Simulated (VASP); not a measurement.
# Al3As (Pm-3m) in VASP: a series of runs

Al3As is run at these levels: PBE; tasks: single point, relaxation of cell and atoms.

Everything below comes from runs of VASP 6.6.1. Logs are shortened: lines on timing, memory, paths and dates and some standing lists are left out, and cuts for length are marked.

**1. The cell of the first run**

The structure is cubic, space group Pm-3m (No. 221). Conventional cell: a = 4.143 Å, b = 4.143 Å, c = 4.143 Å, α = 90.00°, β = 90.00°, γ = 90.00°. Within 3.9 Å of Al (site symmetry 4/mmm) lie 8 Al at 2.93 Å and 4 As at 2.93 Å. Within 3.9 Å of As (site symmetry m-3m) lie 12 Al at 2.93 Å.

**2. Single point, PBE**

INCAR reads:

```
ALGO = Normal
EDIFF = 1E-6
ENCUT = 520
GGA = PE
ISIF = 2
ISMEAR = 0
LASPH = True
LCHARG = False
LREAL = False
LWAVE = False
NBANDS = 15
NELM = 80
PREC = Accurate
SIGMA = 0.1
```

KPOINTS reads:

```
k-points
0
Gamma
  4 4 4
```

POSCAR reads:

```
Al3As
1.0
    4.1428955500      0.0000000000      0.0000000000
    0.0000000000      4.1428955500      0.0000000000
    0.0000000000      0.0000000000      4.1428955500
Al As
3 1
Direct
    0.5000000000      0.5000000000      0.0000000000
    0.5000000000      0.0000000000      0.5000000000
    0.0000000000      0.5000000000      0.5000000000
    0.0000000000      0.0000000000      0.0000000000
```

Potentials or basis: VASP PAW PBE potentials, release 64 (Al, As).

Run with:

```
> cat potpaw_PBE.64/Al/POTCAR potpaw_PBE.64/As/POTCAR > POTCAR
> mpirun -np 1 vasp_std > vasp.out
```

OUTCAR:

```text
EDIFF = 1E-6
   ENCUT = 520
   GGA = PE
   ISIF = 2
   ISMEAR = 0
   LASPH = True
   LREAL = False
   NELM = 80
   PREC = Accurate

 ion  position               nearest neighbor table
   1  0.500  0.500  0.000-   2 2.93   3 2.93   4 2.93   2 2.93   3 2.93   2 2.93   4 2.93   2 2.93
                             3 2.93   4 2.93   3 2.93   4 2.93
   2  0.500  0.000  0.500-   1 2.93   3 2.93   4 2.93   1 2.93   4 2.93   1 2.93   3 2.93   1 2.93
                             3 2.93   4 2.93   4 2.93   3 2.93
   3  0.000  0.500  0.500-   1 2.93   2 2.93   4 2.93   1 2.93   4 2.93   2 2.93   4 2.93   4 2.93
                             1 2.93   2 2.93   1 2.93   2 2.93
   4  0.000  0.000  0.000-   1 2.93   2 2.93   3 2.93   2 2.93   3 2.93   1 2.93   3 2.93   3 2.93
                             1 2.93   2 2.93   2 2.93   1 2.93

  LATTYP: Found a simple cubic cell.
 ALAT       =     4.1428955500

  Lattice vectors:

 A1 = (   4.1428955500,   0.0000000000,   0.0000000000)
 A2 = (   0.0000000000,   4.1428955500,   0.0000000000)
 A3 = (   0.0000000000,   0.0000000000,   4.1428955500)

Analysis of symmetry for initial positions (statically):
=====================================================================
 Subroutine PRICEL returns:
 Original cell was already a primitive cell.

 Routine SETGRP: Setting up the symmetry group for a
 simple cubic supercell.

 Subroutine GETGRP returns: Found 48 space group operations
 (whereof 48 operations were pure point group operations)
 out of a pool of 48 trial point group operations.

The static configuration has the point symmetry O_h .

Analysis of symmetry for dynamics (positions and initial velocities):
=====================================================================
 Subroutine PRICEL returns:
 Original cell was already a primitive cell.

 Routine SETGRP: Setting up the symmetry group for a
 simple cubic supercell.

 Subroutine GETGRP returns: Found 48 space group operations
 (whereof 48 operations were pure point group operations)
 out of a pool of 48 trial point group operations.

The dynamic configuration has the point symmetry O_h .

 Subroutine INISYM returns: Found 48 space group operations
 (whereof 48 operations are pure point group operations),
 and found     1 'primitive' translations

----------------------------------------------------------------------------------------

                                     Primitive cell

  volume of cell :      71.1069

  direct lattice vectors                    reciprocal lattice vectors
     4.142895550  0.000000000  0.000000000     0.241377073  0.000000000  0.000000000
     0.000000000  4.142895550  0.000000000     0.000000000  0.241377073  0.000000000
     0.000000000  0.000000000  4.142895550     0.000000000  0.000000000  0.241377073

  length of vectors
     4.142895550  4.142895550  4.142895550     0.241377073  0.241377073  0.241377073

  position of ions in fractional coordinates (direct lattice)
     0.500000000  0.500000000  0.000000000
     0.500000000  0.000000000  0.500000000
     0.000000000  0.500000000  0.500000000
     0.000000000  0.000000000  0.000000000

  ion indices of the primitive-cell ions
   primitive index   ion index
                 1           1
                 2           2
                 3           3
                 4           4

----------------------------------------------------------------------------------------

 KPOINTS: k-points

Automatic generation of k-mesh.
 Grid dimensions read from file:
 generate k-points for:    4    4    4

 Generating k-lattice:

  Cartesian coordinates                     Fractional coordinates (reciprocal lattice)
     0.060344268  0.000000000  0.000000000     0.250000000  0.000000000  0.000000000
     0.000000000  0.060344268  0.000000000     0.000000000  0.250000000  0.000000000
     0.000000000  0.000000000  0.060344268     0.000000000  0.000000000  0.250000000

  Length of vectors
     0.060344268  0.060344268  0.060344268

  Shift w.r.t. Gamma in fractional coordinates (k-lattice)
     0.000000000  0.000000000  0.000000000

 Subroutine IBZKPT returns following result:
 ===========================================

 Found     10 irreducible k-points:

 Following reciprocal coordinates:
            Coordinates               Weight
  0.000000  0.000000  0.000000      1.000000
  0.250000  0.000000  0.000000      6.000000
  0.500000  0.000000  0.000000      3.000000
  0.250000  0.250000  0.000000     12.000000
  0.500000  0.250000  0.000000     12.000000
  0.500000  0.500000  0.000000      3.000000
  0.250000  0.250000  0.250000      8.000000
  0.500000  0.250000  0.250000     12.000000
  0.500000  0.500000  0.250000      6.000000
  0.500000  0.500000  0.500000      1.000000
   k-points           NKPTS =     10   k-points in BZ     NKDIM =     10   number of bands    NBANDS=     15
   number of dos      NEDOS =    301   number of ions     NIONS =      4
   total plane-waves  NPLWV =  32768
   dimension x,y,z NGX =    32 NGY =   32 NGZ =   32
   dimension x,y,z NGXF=    64 NGYF=   64 NGZF=   64
   ions per type =               3   1
   NGX,Y,Z   is equivalent  to a cutoff of  12.84, 12.84, 12.84 a.u.
   NGXF,Y,Z  is equivalent  to a cutoff of  25.68, 25.68, 25.68 a.u.
 SYSTEM =  unknown system
   PREC   = accura    normal or accurate (medium, high low for compatibility)
   ISTART =      0    job   : 0-new  1-cont  2-samecut
   ICHARG =      2    charge: 1-file 2-atom 10-const
   ISPIN  =      1    spin polarized calculation?
   LNONCOLLINEAR =      F non collinear calculations
   LSORBIT =      F    spin-orbit coupling
   LASPH  =      T    aspherical Exc in radial PAW
   ENCUT  =  520.0 eV  38.22 Ry    6.18 a.u.   7.70  7.70  7.70*2*pi/ulx,y,z
   NELM   =     80;   NELMIN=  2; NELMDL= -5     # of ELM steps
   EDIFF  = 0.1E-05   stopping-criterion for ELM
   LREAL  =      F    real-space projection
   EDIFFG = 0.1E-04   stopping-criterion for IOM
   NSW    =      0    number of steps for IOM
   IBRION =     -1    ionic relax: 0-MD 1-quasi-New 2-CG
   NFREE  =      0    steps in history (QN), initial steepest desc. (CG)
   ISIF   =      2    stress and relaxation
   ISYM   =      2    0-nonsym 1-usesym 2-fastsym
   POTIM  = 0.5000    time-step for ionic-motion
   TEBEG  =    0.0;   TEEND  =   0.0 temperature during run
   PSTRESS=    0.0 pullay stress
   NELECT =      14.0000    total number of electrons
   NUPDOWN=      -1.0000    fix difference up-down
   EMIN   =  10.00;   EMAX   =-10.00  energy-range for DOS
   EFERMI =   0.00;   METHOD = LEGACY
   ISMEAR =     0;   SIGMA  =   0.10  broadening in eV -4-tet -1-fermi 0-gaus
   EFERMI_NEDOS =   21; number of points for ismear=-14 and -15
   IALGO  =     38    algorithm
   IMIX   =      4    mixing-type and parameters
     AMIX     =   0.40;   BMIX     =  1.00
     AMIX_MAG =   1.60;   BMIX_MAG =  1.00
  volume/ion in A,a.u.               =      17.78       119.96
  Fermi-wavevector in a.u.,A,eV,Ry     =   0.952387  1.799751 12.341046  0.907041
  Thomas-Fermi vector in A             =   2.080945
   LORBIT       =      0    0 simple, 1 ext, 2 COOP (PROOUT), +10 PAW based schemes
   GGA     = PE    functional components
   LHFCALC =     F    Hartree Fock is set to
   AEXX    =    0.0000 exact exchange contribution
   IVDW    =     0    specifies the selected vdW correction
   LEPSILON=     F    determine dielectric tensor
   LRPA    =     F    only Hartree local field effects (RPA)
 non-spin polarized calculation
 Gauss-broadening in eV      SIGMA  =   0.10
  energy-cutoff  :      520.00
  volume of cell :       71.11
 maximum number of plane-waves:      1936
 NGX is ok and might be reduce to    32
   NGX = 15   NGY = 15   NGZ = 15

 number of electron      13.9999998 magnetization

 Free energy of the ion-electron system (eV)
  ---------------------------------------------------
  ext. energy  EPLUGINS =         0.00000000
  ---------------------------------------------------
  free energy    TOTEN  =       -15.62231636 eV

  energy without entropy =      -15.61232036  energy(sigma->0) =      -15.61731836

 E-fermi :   7.6089     XC(G=0): -10.2137

 val. band max:        7.5477578458   @ k =   0.5000   0.2500   0.0000
 cond. band min:       7.6201011564   @ k =   0.5000   0.0000   0.0000
 fundamental gap:      0.0723433106
 Fermi energy:         7.6088782931

 k-point     1 :       0.0000    0.0000    0.0000
  band No.  band energies     occupation
      1      -5.7346      2.00000
      2       1.4645      2.00000
      3       3.3093      2.00000
      4       3.3093      2.00000
      5       3.3093      2.00000
      6       5.6961      2.00000
      7       5.6961      2.00000
      8      10.1779      0.00000
      9      10.1779      0.00000
     10      10.1779      0.00000
     11      12.4637      0.00000
     12      12.4637      0.00000
     13      12.4637      0.00000
     14      12.5385      0.00000
     15      12.5929      0.00000

 k-point     2 :       0.2500    0.0000    0.0000
  band No.  band energies     occupation
      1      -5.3619      2.00000
      2      -0.2122      2.00000
      3       3.3607      2.00000
      4       3.7438      2.00000
      5       3.7438      2.00000
      6       6.2201      2.00000
      7       7.8319      0.00161
      8       8.2164      0.00000
      9       8.2164      0.00000
     10       8.9677      0.00000
     11      10.2367      0.00000
     12      11.8457      0.00000
     13      11.8457      0.00000
     14      13.1163      0.00000
     15      14.5213      0.00000
[... 113 lines left out ...]
      3       0.6725      2.00000
      4       1.4361      2.00000
      5       2.9965      2.00000
      6       5.0748      2.00000
      7       5.0748      2.00000
      8       5.5523      2.00000
      9      10.5585      0.00000
     10      12.4796      0.00000
     11      12.4796      0.00000
     12      13.6516      0.00000
     13      14.8108      0.00000
     14      14.8108      0.00000
     15      16.7100      0.00000

 k-point    10 :       0.5000    0.5000    0.5000
  band No.  band energies     occupation
      1      -3.5895      2.00000
      2       1.7340      2.00000
      3       1.7340      2.00000
      4       1.7340      2.00000
      5       2.9898      2.00000
      6       2.9993      2.00000
      7       2.9993      2.00000
      8       2.9993      2.00000
      9      13.9350      0.00000
     10      13.9350      0.00000
     11      13.9350      0.00000
     12      17.2944      0.00000
     13      17.8118      0.00000
     14      17.8189      0.00000
     15      17.8990      0.00000

------------------------ aborting loop because EDIFF is reached ----------------------------------------

  FORCE on cell =-STRESS in cart. coord.  units (eV):
  Direction    XX          YY          ZZ          XY          YZ          ZX
  --------------------------------------------------------------------------------------
  -------------------------------------------------------------------------------------
  Total       -0.8953023     -0.8953023     -0.8953023      0.0000000      0.0000000     -0.0000000
  in kB      -20.1729009    -20.1729009    -20.1729009      0.0000000      0.0000000     -0.0000000
  external PRESSURE =     -20.1729009 kB  Pullay stress =       0.0000000 kB

 VOLUME and BASIS-vectors are now :
 -----------------------------------------------------------------------------
  energy-cutoff  :      520.00
  volume of cell :       71.11
      direct lattice vectors                 reciprocal lattice vectors
     4.142895550  0.000000000  0.000000000     0.241377073  0.000000000  0.000000000
     0.000000000  4.142895550  0.000000000     0.000000000  0.241377073  0.000000000
     0.000000000  0.000000000  4.142895550     0.000000000  0.000000000  0.241377073

 POSITION                                       TOTAL-FORCE (eV/Angst)
 -----------------------------------------------------------------------------------
      2.07145      2.07145      0.00000         0.000000      0.000000      0.000000
      2.07145      0.00000      2.07145         0.000000      0.000000      0.000000
      0.00000      2.07145      2.07145         0.000000      0.000000      0.000000
      0.00000      0.00000      0.00000         0.000000      0.000000      0.000000
 -----------------------------------------------------------------------------------
    total drift:                               -0.000000      0.000000     -0.000000

  FREE ENERGIE OF THE ION-ELECTRON SYSTEM (eV)
  ---------------------------------------------------
  free  energy   TOTEN  =       -15.6223163580 eV

  energy  without entropy=      -15.6123203571  energy(sigma->0) =      -15.61731836
```

It took 10 s on 1 thread of Intel Xeon Platinum 8259CL at 2.50GHz (Skylake/Cascade Lake), shared host; peak memory 0.17 GiB.

Results:

* Free energy: -15.6223 eV
* Pressure: -2.0 GPa
* Band gap on the k mesh: zero (band 7 reaches 8.51 eV, above the bottom of band 8 at 3.00 eV)

Caveat: the k points lie up to 0.38 Å⁻¹ apart.

(Continued in part 2 of 2.)
